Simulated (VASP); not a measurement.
# HfHF3 (P4/mmm) in VASP: a series of runs, part 2 of 2

VASP 6.6.1.

## Step 4: Relaxation of cell and atoms, PBE

This run uses another cell than the first one, of 11.59 Å³/atom, 1.243 times its volume.

Input file INCAR:

```
PREC = Accurate
ENCUT = 600
EDIFF = 1E-6
ISMEAR = 0
SIGMA = 0.1
LREAL = False
LASPH = True
NELM = 100
ALGO = Normal
ISIF = 3
LWAVE = False
LCHARG = False
GGA = PE
IBRION = 2
NSW = 90
EDIFFG = -0.04
```

Input file KPOINTS:

```
Automatic mesh
0
Gamma
  6 6 4
```

Input file POSCAR:

```
HfHF3
1.0
    3.7220663000      0.0000000000      0.0000000000
    0.0000000000      3.7220663000      0.0000000000
    0.0000000000      0.0000000000      4.1830747400
Hf H F
1 1 3
Direct
    0.5000000000      0.5000000000      0.5000000000
    0.0000000000      0.0000000000      0.0000000000
    0.0000000000      0.0000000000      0.5000000000
    0.0000000000      0.5000000000      0.0000000000
    0.5000000000      0.0000000000      0.0000000000
```

Potentials or basis: VASP PAW PBE potentials, release 64 (Hf_pv, H, F).

Launch:

```
> cat potpaw_PBE.64/Hf_pv/POTCAR potpaw_PBE.64/H/POTCAR potpaw_PBE.64/F/POTCAR > POTCAR
> mpirun -np 1 vasp_std > vasp.out
```

OUTCAR:

```text
PREC = Accurate
   ENCUT = 600
   EDIFF = 1E-6
   ISMEAR = 0
   LREAL = False
   LASPH = True
   NELM = 100
   ISIF = 3
   GGA = PE
   IBRION = 2
   NSW = 90
   EDIFFG = -0.04

 ion  position               nearest neighbor table
   1  0.500  0.500  0.500-   3 2.63   3 2.63   3 2.63   3 2.63   5 2.80   4 2.80   5 2.80   5 2.80
                             5 2.80   4 2.80   4 2.80   4 2.80
   2  0.000  0.000  0.000-
   3  0.000  0.000  0.500-   1 2.63   1 2.63   1 2.63   1 2.63
   4  0.000  0.500  0.000-   1 2.80   1 2.80   1 2.80   1 2.80
   5  0.500  0.000  0.000-   1 2.80   1 2.80   1 2.80   1 2.80

  LATTYP: Found a simple tetragonal cell.
 ALAT       =     3.7220663000
 C/A-ratio  =     1.1238582021

  Lattice vectors:

 A1 = (   3.7220663000,   0.0000000000,   0.0000000000)
 A2 = (   0.0000000000,   3.7220663000,   0.0000000000)
 A3 = (   0.0000000000,   0.0000000000,   4.1830747400)

Analysis of symmetry for initial positions (statically):
=====================================================================
 Subroutine PRICEL returns:
 Original cell was already a primitive cell.

 Routine SETGRP: Setting up the symmetry group for a
 simple tetragonal supercell.

 Subroutine GETGRP returns: Found 16 space group operations
 (whereof 16 operations were pure point group operations)
 out of a pool of 16 trial point group operations.

[... 152 lines left out ...]
 non-spin polarized calculation
 Gauss-broadening in eV      SIGMA  =   0.10
  energy-cutoff  :      600.00
  volume of cell :       57.95
 maximum number of plane-waves:      1968
 NGX is ok and might be reduce to    30
   NGX = 15   NGY = 15   NGZ = 17

--------------------------------------- Ionic step        1  -------------------------------------------

 number of electron      31.9999997 magnetization

 Free energy of the ion-electron system (eV)
  ---------------------------------------------------
  ext. energy  EPLUGINS =         0.00000000
  ---------------------------------------------------
  free energy    TOTEN  =       -24.30976472 eV

  energy without entropy =      -24.29473636  energy(sigma->0) =      -24.30225054

 E-fermi :   4.2921     XC(G=0): -10.3773

 val. band max:        4.2571677252   @ k =   0.1667   0.1667   0.5000
 cond. band min:       4.3145702739   @ k =   0.3333   0.1667   0.2500
 fundamental gap:      0.0574025487
 Fermi energy:         4.2921463235

 k-point     1 :       0.0000    0.0000    0.0000
  band No.  band energies     occupation
      1     -29.7822      2.00000
      2     -29.4827      2.00000
      3     -29.4827      2.00000
      4     -21.1664      2.00000
      5     -20.4269      2.00000
      6     -19.9892      2.00000
[... 698 lines left out ...]
--------------------------------------- Ionic step        5  -------------------------------------------

 number of electron      31.9999998 magnetization

 Free energy of the ion-electron system (eV)
  ---------------------------------------------------
  ext. energy  EPLUGINS =         0.00000000
  ---------------------------------------------------
  free energy    TOTEN  =       -25.16881998 eV

  energy without entropy =      -25.15698750  energy(sigma->0) =      -25.16290374

 E-fermi :   7.0491     XC(G=0): -11.5775

 val. band max:        7.0334628077   @ k =   0.5000   0.0000   0.0000
 cond. band min:       7.1137327097   @ k =   0.1667   0.0000   0.0000
 fundamental gap:      0.0802699020
 Fermi energy:         7.0491209677

 k-point     1 :       0.0000    0.0000    0.0000
  band No.  band energies     occupation
      1     -26.9091      2.00000
      2     -26.5087      2.00000
      3     -26.5087      2.00000
      4     -20.7455      2.00000
      5     -19.4980      2.00000
      6     -18.6653      2.00000
[... 575 lines left out ...]
  FREE ENERGIE OF THE ION-ELECTRON SYSTEM (eV)
  ---------------------------------------------------
  free  energy   TOTEN  =       -25.1688199807 eV

  energy  without entropy=      -25.1569875023  energy(sigma->0) =      -25.16290374

 reached required accuracy - stopping structural energy minimisation
```

Wall time 64 s (1 thread of Intel Xeon 6975P-C (Granite Rapids), shared host); peak memory 0.21 GiB.

Results:

```yaml
Free_energy: -25.1688 eV
Relaxed_volume: 9.15 Å³/atom
Relaxed_cell: a = 3.407 Å, b = 3.407 Å, c = 3.942 Å, α = 90.00°, β = 90.00°, γ = 90.00°
Space_group_after_relaxing_to_0.05_Å: P4/mmm (No. 123)
Energy_gained_by_relaxing: 171.8 meV/atom
Ionic_steps: 5
Pressure_after_relaxing: 0.2 GPa
Band_gap_on_the_k_mesh: zero (band 16 reaches 8.23 eV, above the bottom of band 17 at 4.55 eV)
```

Stress tensor (GPa, compression positive):
```
0.07 0.00 0.00
0.00 0.07 0.00
0.00 0.00 0.54
```

Step by step:
```tsv
step	energy change (eV)	largest force (eV/Å)	pressure (GPa)	volume (Å³)
1	0.0000	0.0000	-18.04	57.95
2	-0.8302	0.0000	-4.54	47.68
3	-0.8585	0.0000	-0.36	45.97
4	-0.8587	0.0000	0.24	45.75
5	-0.8591	0.0000	0.23	45.77
```

Final structure:
```cif
data_structure
_symmetry_space_group_name_H-M 'P 1'
_symmetry_Int_Tables_number 1
_cell_length_a 3.4072
_cell_length_b 3.4072
_cell_length_c 3.9423
_cell_angle_alpha 90.000
_cell_angle_beta 90.000
_cell_angle_gamma 90.000
_cell_volume 45.77
loop_
_atom_site_label
_atom_site_type_symbol
_atom_site_fract_x
_atom_site_fract_y
_atom_site_fract_z
_atom_site_occupancy
Hf1 Hf 0.50000 0.50000 0.50000 1
H1 H 0.00000 0.00000 0.00000 1
F1 F 0.00000 0.00000 0.50000 1
F2 F 0.00000 0.50000 0.00000 1
F3 F 0.50000 0.00000 0.00000 1
```

Levels at points of the mesh, in eV from the Fermi level:
| k point | band 13 | band 14 | band 15 | band 16 | band 17 | band 18 | band 19 | band 20 |
| --- | --- | --- | --- | --- | --- | --- | --- | --- |
| (0.00, 0.00, 0.00) | -6.64 | -6.27 | -6.27 | -2.52 | -2.50 | -1.35 | -0.56 | 0.48 |
| (0.50, 0.00, 0.00) | -7.75 | -7.34 | -6.92 | -0.02 | 0.71 | 0.79 | 0.88 | 1.68 |
| (0.50, 0.50, 0.00) | -8.18 | -6.04 | -5.91 | 0.88 | 1.34 | 1.46 | 1.46 | 2.78 |
| (0.00, 0.00, 0.50) | -8.17 | -6.40 | -6.40 | -1.14 | -0.72 | -0.68 | 1.20 | 1.73 |
| (0.50, 0.00, 0.50) | -7.80 | -7.29 | -6.85 | 0.32 | 0.36 | 1.70 | 1.80 | 1.87 |
| (0.50, 0.50, 0.50) | -6.97 | -5.98 | -5.91 | -0.35 | -0.35 | 0.44 | 0.87 | 2.64 |

Caveat: the k points lie up to 0.40 Å⁻¹ apart in the final cell; the volume moved by over 15 % at a fixed basis, so the end points are rough; spin-orbit coupling is left out, which moves the levels of the heavy elements.

## Step 5: Single point, PBE

Input file INCAR:

```
PREC     = Accurate       # precision mode
ENCUT    = 520            # plane-wave cutoff, eV
EDIFF    = 1E-7           # SCF threshold, eV
ISMEAR   = 0              # smearing method
SIGMA    = 0.1            # smearing width, eV
LREAL    = F              # projectors in reciprocal space
LASPH    = T              # aspherical terms in the spheres
NELM     = 80             # most SCF steps
ALGO     = Normal         # electronic algorithm
ISIF     = 2              # what is computed and relaxed
LWAVE    = F              # write WAVECAR
LCHARG   = F              # write CHGCAR
GGA      = PE             # functional
NBANDS   = 24             # bands
```

Input file KPOINTS:

```
regular mesh
0
Gamma
  12 12 10
```

POSCAR: that of step 4 with these lines changed.

```diff
@@ -2,5 +2,5 @@
 1.0
-    3.7220663000      0.0000000000      0.0000000000
-    0.0000000000      3.7220663000      0.0000000000
-    0.0000000000      0.0000000000      4.1830747400
+    3.4239649577      0.0000000000      0.0000000000
+    0.0000000000      3.4239649577      0.0000000000
+    0.0000000000      0.0000000000      3.9840822537
 Hf H F
```

Launch:

```
> cat potpaw_PBE.64/Hf_pv/POTCAR potpaw_PBE.64/H/POTCAR potpaw_PBE.64/F/POTCAR > POTCAR
> mpirun -np 1 vasp_std > vasp.out
```

Wall time 80 s (1 thread of Intel Xeon 6975P-C (Granite Rapids), shared host); peak memory 0.29 GiB.

The run converged. Its results:

* Free energy: -25.1075 eV
* Pressure: -1.7 GPa
* Band gap on the k mesh: zero (band 16 reaches 7.97 eV, above the bottom of band 17 at 4.30 eV)

Stress tensor (GPa, compression positive):
```
-1.82  0.00  0.00
 0.00 -1.82  0.00
 0.00  0.00 -1.54
```

Levels at points of the mesh, in eV from the Fermi level:
```csv
k point,band 12,band 13,band 14,band 15,band 16,band 17,band 18,band 19,band 20,band 21
"(0.00, 0.00, 0.00)",-7.28,-6.57,-6.13,-6.13,-2.53,-2.52,-1.33,-0.57,0.46,0.46
"(0.50, 0.00, 0.00)",-7.93,-7.57,-7.21,-6.82,-0.07,0.70,0.75,0.88,1.58,2.87
"(0.50, 0.50, 0.00)",-8.46,-8.09,-5.88,-5.78,0.80,1.31,1.37,1.37,2.73,2.76
"(0.00, 0.00, 0.50)",-8.45,-7.98,-6.25,-6.25,-1.19,-0.76,-0.75,1.15,1.64,1.64
"(0.50, 0.00, 0.50)",-7.90,-7.63,-7.19,-6.79,0.26,0.30,1.66,1.71,1.77,2.81
"(0.50, 0.50, 0.50)",-6.95,-6.92,-5.83,-5.78,-0.39,-0.39,0.38,0.81,2.54,3.33
```

Caveat: spin-orbit coupling is left out, which moves the levels of the heavy elements.

## Step 6: The runs side by side

| task | cell | k mesh | cutoff (eV) | gap on the mesh (eV) | pressure (GPa) |
| --- | --- | --- | --- | --- | --- |
| single point | a = 3.422, b = 3.422, c = 3.981 Å, 5 atoms | 6 × 6 × 4 | 520 | none | -1.7 |
| single point | a = 3.722, b = 3.722, c = 4.183 Å, 5 atoms | 6 × 6 × 4 | 520 | none | -18.0 |
| relaxation of cell and atoms | relaxed from a = 3.722, b = 3.722, c = 4.183 Å, 5 atoms | 6 × 6 × 4 | 600 | none | 0.2 |
| single point | a = 3.424, b = 3.424, c = 3.984 Å, 5 atoms | 12 × 12 × 10 | 520 | none | -1.7 |

Alike in all rows: level PBE; potentials or basis VASP PAW PBE potentials, release 64 (Hf_pv, H, F); no spin polarisation; smearing gaussian 0.1 eV.

Caveats: some runs use coarse meshes; spin-orbit coupling is left out, which moves the levels of the heavy elements; the volume moved by over 15 % at a fixed basis, so the end points are rough (some runs).

Total energies depend on the potentials used, so only differences within one code and one set of settings carry meaning.
